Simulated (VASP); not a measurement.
# AlN (P6_3/mmc) in VASP: notebook

Runs on AlN. Level: PBE. Tasks: single point.

All numbers are computed with VASP 6.6.1; they aren't measurements. Logs are shortened: lines on timing, memory, paths and dates and some standing lists are left out, and cuts for length are marked.

### 1 The cell of the first run

Symmetry: P6_3/mmc, No. 194, hexagonal system. The conventional cell has a = 3.189 Å, b = 3.189 Å, c = 3.811 Å, α = 90.00°, β = 90.00°, γ = 120.00°. Within 2.4 Å of Al (site symmetry -6m2) lie 5 N at 1.84 to 1.91 Å. N (site symmetry -6m2) has 5 Al at 1.84 to 1.91 Å within 2.4 Å.

### 2 Single point, PBE

File INCAR:

```
  PREC = Accurate
  ENCUT = 520
  EDIFF = 1E-7
  ISMEAR = 0
  SIGMA = 0.05
  LREAL = False
  LASPH = True
  NELM = 80
  ALGO = Normal
  ISIF = 2
  LWAVE = False
  LCHARG = False
  GGA = PE
  NBANDS = 16
```

File KPOINTS:

```
regular mesh
0
Gamma
  9 9 6
```

File POSCAR:

```
AlN
1.0
    3.1892000000      0.0000000000      0.0000000000
   -1.5946000000      2.7619282177      0.0000000000
    0.0000000000      0.0000000000      3.8107000000
Al N
2 2
Direct
    0.3333333333      0.6666666667      0.7500000000
    0.6666666667      0.3333333333      0.2500000000
    0.3333333333      0.6666666667      0.2500000000
    0.6666666667      0.3333333333      0.7500000000
```

Potentials or basis: VASP PAW PBE potentials, release 64 (Al, N).

Command:

```sh
$ cat potpaw_PBE.64/Al/POTCAR potpaw_PBE.64/N/POTCAR > POTCAR
$ mpirun -np 1 vasp_std > vasp.out
```

OUTCAR:

```text
PREC = Accurate
   ENCUT = 520
   EDIFF = 1E-7
   ISMEAR = 0
   LREAL = False
   LASPH = True
   NELM = 80
   ISIF = 2
   GGA = PE

 ion  position               nearest neighbor table
   1  0.333  0.667  0.750-   4 1.84   4 1.84   4 1.84   3 1.91   3 1.91   2 2.65   2 2.65   2 2.65
                             2 2.65   2 2.65   2 2.65
   2  0.667  0.333  0.250-   3 1.84   3 1.84   3 1.84   4 1.91   4 1.91   1 2.65   1 2.65   1 2.65
                             1 2.65   1 2.65   1 2.65
   3  0.333  0.667  0.250-   2 1.84   2 1.84   2 1.84   1 1.91   1 1.91
   4  0.667  0.333  0.750-   1 1.84   1 1.84   1 1.84   2 1.91   2 1.91

  LATTYP: Found a hexagonal cell.
 ALAT       =     3.1892000000
 C/A-ratio  =     1.1948764580

  Lattice vectors:

 A1 = (   3.1892000000,   0.0000000000,   0.0000000000)
 A2 = (  -1.5946000000,   2.7619282177,   0.0000000000)
 A3 = (   0.0000000000,   0.0000000000,   3.8107000000)

Analysis of symmetry for initial positions (statically):
=====================================================================
 Subroutine PRICEL returns:
 Original cell was already a primitive cell.

 Routine SETGRP: Setting up the symmetry group for a
 hexagonal supercell.

 Subroutine GETGRP returns: Found 24 space group operations
 (whereof 12 operations were pure point group operations)
 out of a pool of 24 trial point group operations.

The static configuration has the point symmetry D_3d.
 The point group associated with its full space group is D_6h.

Analysis of symmetry for dynamics (positions and initial velocities):
=====================================================================
 Subroutine PRICEL returns:
 Original cell was already a primitive cell.

 Routine SETGRP: Setting up the symmetry group for a
 hexagonal supercell.

 Subroutine GETGRP returns: Found 24 space group operations
 (whereof 12 operations were pure point group operations)
 out of a pool of 24 trial point group operations.

The dynamic configuration has the point symmetry D_3d.
 The point group associated with its full space group is D_6h.

 Subroutine INISYM returns: Found 24 space group operations
 (whereof 12 operations are pure point group operations),
 and found     1 'primitive' translations

----------------------------------------------------------------------------------------

                                     Primitive cell

  volume of cell :      33.5659

  direct lattice vectors                    reciprocal lattice vectors
     3.189200000  0.000000000  0.000000000     0.313558259  0.181032945  0.000000000
    -1.594600000  2.761928218  0.000000000     0.000000000  0.362065891  0.000000000
     0.000000000  0.000000000  3.810700000     0.000000000  0.000000000  0.262418978

  length of vectors
     3.189200000  3.189200000  3.810700000     0.362065891  0.362065891  0.262418978

  position of ions in fractional coordinates (direct lattice)
     0.333333333  0.666666667  0.750000000
     0.666666667  0.333333333  0.250000000
     0.333333333  0.666666667  0.250000000
     0.666666667  0.333333333  0.750000000

  ion indices of the primitive-cell ions
   primitive index   ion index
                 1           1
                 2           2
                 3           3
                 4           4

----------------------------------------------------------------------------------------

 KPOINTS: regular mesh

Automatic generation of k-mesh.
 Grid dimensions read from file:
 generate k-points for:    9    9    6

 Generating k-lattice:

  Cartesian coordinates                     Fractional coordinates (reciprocal lattice)
     0.034839807  0.020114772  0.000000000     0.111111111  0.000000000  0.000000000
     0.000000000  0.040229543  0.000000000     0.000000000  0.111111111  0.000000000
     0.000000000  0.000000000  0.043736496     0.000000000  0.000000000  0.166666667

  Length of vectors
     0.040229543  0.040229543  0.043736496

  Shift w.r.t. Gamma in fractional coordinates (k-lattice)
     0.000000000  0.000000000  0.000000000

 Subroutine IBZKPT returns following result:
 ===========================================

 Found     48 irreducible k-points:

 Following reciprocal coordinates:
            Coordinates               Weight
  0.000000  0.000000  0.000000      1.000000
  0.111111  0.000000  0.000000      6.000000
  0.222222  0.000000  0.000000      6.000000
  0.333333  0.000000  0.000000      6.000000
  0.444444  0.000000  0.000000      6.000000
  0.111111  0.111111  0.000000      6.000000
[... 16 lines left out ...]
  0.333333  0.222222  0.166667     24.000000
  0.333333  0.333333  0.166667      4.000000
 [... further k-points ...]
   k-points           NKPTS =     48   k-points in BZ     NKDIM =     48   number of bands    NBANDS=     16
   number of dos      NEDOS =    301   number of ions     NIONS =      4
   total plane-waves  NPLWV =  16128
   dimension x,y,z NGX =    24 NGY =   24 NGZ =   28
   dimension x,y,z NGXF=    48 NGYF=   48 NGZF=   56
   ions per type =               2   2
   NGX,Y,Z   is equivalent  to a cutoff of  12.51, 12.51, 12.22 a.u.
   NGXF,Y,Z  is equivalent  to a cutoff of  25.02, 25.02, 24.43 a.u.
 SYSTEM =  unknown system
   PREC   = accura    normal or accurate (medium, high low for compatibility)
   ISTART =      0    job   : 0-new  1-cont  2-samecut
   ICHARG =      2    charge: 1-file 2-atom 10-const
   ISPIN  =      1    spin polarized calculation?
   LNONCOLLINEAR =      F non collinear calculations
   LSORBIT =      F    spin-orbit coupling
   LASPH  =      T    aspherical Exc in radial PAW
   ENCUT  =  520.0 eV  38.22 Ry    6.18 a.u.   5.93  5.93  7.09*2*pi/ulx,y,z
   NELM   =     80;   NELMIN=  2; NELMDL= -5     # of ELM steps
   EDIFF  = 0.1E-06   stopping-criterion for ELM
   LREAL  =      F    real-space projection
   EDIFFG = 0.1E-05   stopping-criterion for IOM
   NSW    =      0    number of steps for IOM
   IBRION =     -1    ionic relax: 0-MD 1-quasi-New 2-CG
   NFREE  =      0    steps in history (QN), initial steepest desc. (CG)
   ISIF   =      2    stress and relaxation
   ISYM   =      2    0-nonsym 1-usesym 2-fastsym
   POTIM  = 0.5000    time-step for ionic-motion
   TEBEG  =    0.0;   TEEND  =   0.0 temperature during run
   PSTRESS=    0.0 pullay stress
   NELECT =      16.0000    total number of electrons
   NUPDOWN=      -1.0000    fix difference up-down
   EMIN   =  10.00;   EMAX   =-10.00  energy-range for DOS
   EFERMI =   0.00;   METHOD = LEGACY
   ISMEAR =     0;   SIGMA  =   0.05  broadening in eV -4-tet -1-fermi 0-gaus
   EFERMI_NEDOS =   21; number of points for ismear=-14 and -15
   IALGO  =     38    algorithm
   IMIX   =      4    mixing-type and parameters
     AMIX     =   0.40;   BMIX     =  1.00
     AMIX_MAG =   1.60;   BMIX_MAG =  1.00
  volume/ion in A,a.u.               =       8.39        56.63
  Fermi-wavevector in a.u.,A,eV,Ry     =   1.278837  2.416652 22.251295  1.635424
  Thomas-Fermi vector in A             =   2.411357
   LORBIT       =      0    0 simple, 1 ext, 2 COOP (PROOUT), +10 PAW based schemes
   GGA     = PE    functional components
   LHFCALC =     F    Hartree Fock is set to
   AEXX    =    0.0000 exact exchange contribution
   IVDW    =     0    specifies the selected vdW correction
   LEPSILON=     F    determine dielectric tensor
   LRPA    =     F    only Hartree local field effects (RPA)
 non-spin polarized calculation
 Gauss-broadening in eV      SIGMA  =   0.05
  energy-cutoff  :      520.00
  volume of cell :       33.57
 maximum number of plane-waves:       915
 NGX is ok and might be reduce to    24
   NGX = 11   NGY = 11   NGZ = 15

 number of electron      16.0000007 magnetization

 Free energy of the ion-electron system (eV)
  ---------------------------------------------------
  ext. energy  EPLUGINS =         0.00000000
  ---------------------------------------------------
  free energy    TOTEN  =       -28.45367662 eV

  energy without entropy =      -28.45367662  energy(sigma->0) =      -28.45367662

 E-fermi :  10.0009     XC(G=0): -11.9231

 val. band max:        9.7538627585   @ k =   0.0000   0.0000   0.0000
 cond. band min:      14.2504626092   @ k =   0.4444   0.0000   0.0000
 fundamental gap:      4.4965998506
 Fermi energy:        10.0008571586

 k-point     1 :       0.0000    0.0000    0.0000
  band No.  band energies     occupation
      1      -8.2507      2.00000
      2      -3.4183      2.00000
      3       2.1951      2.00000
      4       5.9741      2.00000
      5       5.9741      2.00000
      6       8.1077      2.00000
[... 8 lines left out ...]
     15      22.7795      0.00000
     16      22.7795      0.00000

 k-point     2 :       0.1111    0.0000    0.0000
  band No.  band energies     occupation
      1      -8.0900      2.00000
      2      -3.4459      2.00000
      3       2.3547      2.00000
      4       5.5005      2.00000
      5       5.7424      2.00000
      6       7.6708      2.00000
[... 8 lines left out ...]
     15      22.3984      0.00000
     16      23.1630      0.00000

 k-point     3 :       0.2222    0.0000    0.0000
  band No.  band energies     occupation
      1      -7.6263      2.00000
      2      -3.5834      2.00000
      3       2.8203      2.00000
      4       4.4514      2.00000
      5       5.2796      2.00000
      6       6.8722      2.00000
[... 8 lines left out ...]
     15      21.7262      0.00000
     16      24.0030      0.00000

 k-point     4 :       0.3333    0.0000    0.0000
  band No.  band energies     occupation
      1      -6.9283      2.00000
      2      -3.9443      2.00000
      3       3.4878      2.00000
      4       3.5379      2.00000
      5       4.8680      2.00000
      6       6.1988      2.00000
[... 8 lines left out ...]
     15      22.0898      0.00000
     16      25.0072      0.00000
[... 324 lines left out ...]
 k-point    22 :       0.2222    0.2222    0.1667
  band No.  band energies     occupation
      1      -6.3669      2.00000
      2      -4.2567      2.00000
      3       2.8927      2.00000
      4       3.1576      2.00000
      5       5.2881      2.00000
      6       5.9105      2.00000
[... 8 lines left out ...]
     15      23.2408      0.00000
     16      25.1560      0.00000

 k-point    23 :       0.3333    0.2222    0.1667
  band No.  band energies     occupation
      1      -5.6971      2.00000
      2      -4.6636      2.00000
      3       2.4690      2.00000
      4       3.4289      2.00000
      5       4.4357      2.00000
      6       6.4474      2.00000
[... 8 lines left out ...]
     15      23.2187      0.00000
     16      25.0544      0.00000

 k-point    24 :       0.3333    0.3333    0.1667
  band No.  band energies     occupation
      1      -5.1266      2.00000
      2      -5.1266      2.00000
      3       2.3270      2.00000
      4       3.8307      2.00000
      5       3.8307      2.00000
      6       6.8702      2.00000
[... 8 lines left out ...]
     15      22.4097      0.00000
     16      25.1635      0.00000

 [... further k-points ...]
[... 5 lines left out ...]
  --------------------------------------------------------------------------------------
  -------------------------------------------------------------------------------------
  Total        8.9317962      8.9317962     12.7029834      0.0000000      0.0000000      0.0000000
  in kB      426.3345044    426.3345044    606.3416630      0.0000000      0.0000000      0.0000000
  external PRESSURE =     486.3368906 kB  Pullay stress =       0.0000000 kB

 VOLUME and BASIS-vectors are now :
 -----------------------------------------------------------------------------
  energy-cutoff  :      520.00
  volume of cell :       33.57
      direct lattice vectors                 reciprocal lattice vectors
     3.189200000  0.000000000  0.000000000     0.313558259  0.181032945  0.000000000
    -1.594600000  2.761928218  0.000000000     0.000000000  0.362065891  0.000000000
     0.000000000  0.000000000  3.810700000     0.000000000  0.000000000  0.262418978

 POSITION                                       TOTAL-FORCE (eV/Angst)
 -----------------------------------------------------------------------------------
     -0.00000      1.84129      2.85803         0.000000      0.000000      0.000000
      1.59460      0.92064      0.95268        -0.000000     -0.000000      0.000000
     -0.00000      1.84129      0.95268         0.000000      0.000000      0.000000
      1.59460      0.92064      2.85803         0.000000     -0.000000      0.000000
 -----------------------------------------------------------------------------------
    total drift:                               -0.000000      0.000000     -0.000000

  FREE ENERGIE OF THE ION-ELECTRON SYSTEM (eV)
  ---------------------------------------------------
  free  energy   TOTEN  =       -28.4536766174 eV

  energy  without entropy=      -28.4536766174  energy(sigma->0) =      -28.45367662
```

It took 8.9 s on 1 thread of Intel Xeon 6975P-C (Granite Rapids), shared host; peak memory 0.15 GiB.

What came out:

```
Free energy            : -28.4537 eV
Pressure               : 48.6 GPa
Band gap on the k mesh : 4.50 eV, indirect (least direct gap 4.55 eV)
```

Stress tensor (GPa, compression positive):
```
42.63  0.00  0.00
 0.00 42.63  0.00
 0.00  0.00 60.63
```

### 3 Single point, PBE

This run uses another cell than the first one, of 8.61 Å³/atom, 1.026 times its volume.

File INCAR:

```
ALGO = Normal
EDIFF = 1E-7
ENCUT = 520
GGA = PE
ISIF = 2
ISMEAR = 0
LASPH = True
LCHARG = False
LREAL = False
LWAVE = False
NBANDS = 16
NELM = 60
PREC = Accurate
SIGMA = 0.05
```

File KPOINTS:

```
k-points
0
Gamma
  9 9 6
```

Changes to POSCAR since step 2:

```diff
@@ -2,4 +2,4 @@
 1.0
-    3.1892000000      0.0000000000      0.0000000000
-   -1.5946000000      2.7619282177      0.0000000000
+    3.2306000000      0.0000000000      0.0000000000
+   -1.6153000000      2.7977816695      0.0000000000
     0.0000000000      0.0000000000      3.8107000000
```

Potentials or basis: VASP PAW PBE potentials, release 64 (Al, N).

Command:

```sh
$ cat potpaw_PBE.64/Al/POTCAR potpaw_PBE.64/N/POTCAR > POTCAR
$ mpirun -np 1 vasp_std > vasp.out
```

Wall time 8.8 s (1 thread of Intel Xeon 6975P-C (Granite Rapids), shared host); peak memory 0.15 GiB.

It converged, with:

| Item | Value |
| --- | --- |
| Free energy | -28.6576 eV |
| Pressure | 39.5 GPa |
| Band gap on the k mesh | 4.40 eV, direct |

Stress tensor (GPa, compression positive):
```
31.93  0.00  0.00
 0.00 31.93  0.00
 0.00  0.00 54.70
```

Levels at points of the mesh, in eV from the valence-band top:
| k point | band 5 | band 6 | band 7 | band 8 | band 9 | band 10 | band 11 | band 12 |
| --- | --- | --- | --- | --- | --- | --- | --- | --- |
| (0.00, 0.00, 0.00) | -3.68 | -1.50 | -1.50 | 0.00 | 4.40 | 5.70 | 8.98 | 8.98 |
| (0.00, 0.00, 0.50) | -2.64 | -2.64 | -2.64 | -2.64 | 6.70 | 6.70 | 8.91 | 8.91 |

A k mesh can miss the band edges. A hybrid or GW would open this gap; PBE tends to underestimate it.

### 4 Single point, PBE

This run uses another cell than the first one, of 8.54 Å³/atom, 1.018 times its volume.

File INCAR:

```
  PREC = Accurate
  ENCUT = 520
  EDIFF = 1E-7
  ISMEAR = 0
  SIGMA = 0.05
  LREAL = False
  LASPH = True
  NELM = 80
  ALGO = Normal
  ISIF = 2
  LWAVE = False
  LCHARG = False
  GGA = PE
  NBANDS = 16
```

File KPOINTS:

```
Automatic mesh
0
Gamma
  9 9 6
```

File POSCAR:

```
AlN
1.0
    3.2721000000      0.0000000000      0.0000000000
   -1.6360500000      2.8337217237      0.0000000000
    0.0000000000      0.0000000000      3.6851000000
Al N
2 2
Direct
    0.3333333333      0.6666666667      0.7500000000
    0.6666666667      0.3333333333      0.2500000000
    0.3333333333      0.6666666667      0.2500000000
    0.6666666667      0.3333333333      0.7500000000
```

Command:

```sh
$ cat potpaw_PBE.64/Al/POTCAR potpaw_PBE.64/N/POTCAR > POTCAR
$ mpirun -np 1 vasp_std > vasp.out
```

It took 9.4 s on 1 thread of Intel Xeon 6975P-C (Granite Rapids), shared host; peak memory 0.15 GiB.

The run converged. Its results:

```yaml
Free_energy: -28.3538 eV
Pressure: 45.4 GPa
Band_gap_on_the_k_mesh: 4.49 eV, direct
```

Stress tensor (GPa, compression positive):
```
29.37  0.00  0.00
 0.00 29.37  0.00
 0.00  0.00 77.60
```

Levels at points of the mesh, in eV from the valence-band top:
| k point | band 5 | band 6 | band 7 | band 8 | band 9 | band 10 | band 11 | band 12 |
| --- | --- | --- | --- | --- | --- | --- | --- | --- |
| (0.00, 0.00, 0.00) | -3.67 | -1.23 | -1.23 | 0.00 | 4.49 | 5.97 | 9.07 | 9.07 |
| (0.00, 0.00, 0.50) | -2.50 | -2.50 | -2.50 | -2.50 | 6.87 | 6.87 | 8.87 | 8.87 |

### 5 Single point, PBE

This run uses another cell than the first one, of 8.67 Å³/atom, 1.033 times its volume.

File INCAR:

```
SYSTEM = AlN
PREC = Accurate
ENCUT = 520
EDIFF = 1E-6
ISMEAR = 0
SIGMA = 0.05
LREAL = .FALSE.
LASPH = .TRUE.
NELM = 80
ALGO = Normal
ISIF = 2
LWAVE = .FALSE.
LCHARG = .FALSE.
GGA = PE
NBANDS = 16
```

File KPOINTS:

```
regular mesh
0
G
  9 9 6
  0 0 0
```

File POSCAR:

```
AlN
1.0
    3.1892000000      0.0000000000      0.0000000000
   -1.5946000000      2.7619282177      0.0000000000
    0.0000000000      0.0000000000      3.9363000000
Al N
2 2
Direct
    0.3333333333      0.6666666667      0.7500000000
    0.6666666667      0.3333333333      0.2500000000
    0.3333333333      0.6666666667      0.2500000000
    0.6666666667      0.3333333333      0.7500000000
```

Command:

```sh
$ cat potpaw_PBE.64/Al/POTCAR potpaw_PBE.64/N/POTCAR > POTCAR
$ mpirun -np 1 vasp_std > vasp.out
```

Wall time 8.5 s (1 thread of Intel Xeon 6975P-C (Granite Rapids), shared host); peak memory 0.15 GiB.

The run converged. Its results:

* Free energy: -28.7920 eV
* Pressure: 36.8 GPa
* Band gap on the k mesh: 4.32 eV, direct

Stress tensor (GPa, compression positive):
```
35.96  0.00  0.00
 0.00 35.96  0.00
 0.00  0.00 38.34
```

Levels at points of the mesh, in eV from the valence-band top:
```csv
k point,band 5,band 6,band 7,band 8,band 9,band 10,band 11,band 12
"(0.00, 0.00, 0.00)",-3.68,-1.76,-1.76,0.00,4.32,5.56,8.97,8.97
"(0.00, 0.00, 0.50)",-2.77,-2.77,-2.77,-2.77,6.56,6.56,9.01,9.01
```

A k mesh can miss the band edges. A hybrid or GW would open this gap; PBE tends to underestimate it.

### 6 Summary

```csv
cell,gap on the mesh (eV),pressure (GPa)
"a = 3.189, b = 3.189, c = 3.811 Å, angles 90.0, 90.0, 120.0°, 4 atoms",4.50,48.6
"a = 3.231, b = 3.231, c = 3.811 Å, angles 90.0, 90.0, 120.0°, 4 atoms",4.40,39.5
"a = 3.272, b = 3.272, c = 3.685 Å, angles 90.0, 90.0, 120.0°, 4 atoms",4.49,45.4
"a = 3.189, b = 3.189, c = 3.936 Å, angles 90.0, 90.0, 120.0°, 4 atoms",4.32,36.8
```

Alike in all rows: task single point; level PBE; potentials or basis VASP PAW PBE potentials, release 64 (Al, N); no spin polarisation; k mesh 9 × 9 × 6; cutoff (eV) 520; smearing gaussian 0.05 eV.

Absolute energies hang on the potentials; compare differences alone.
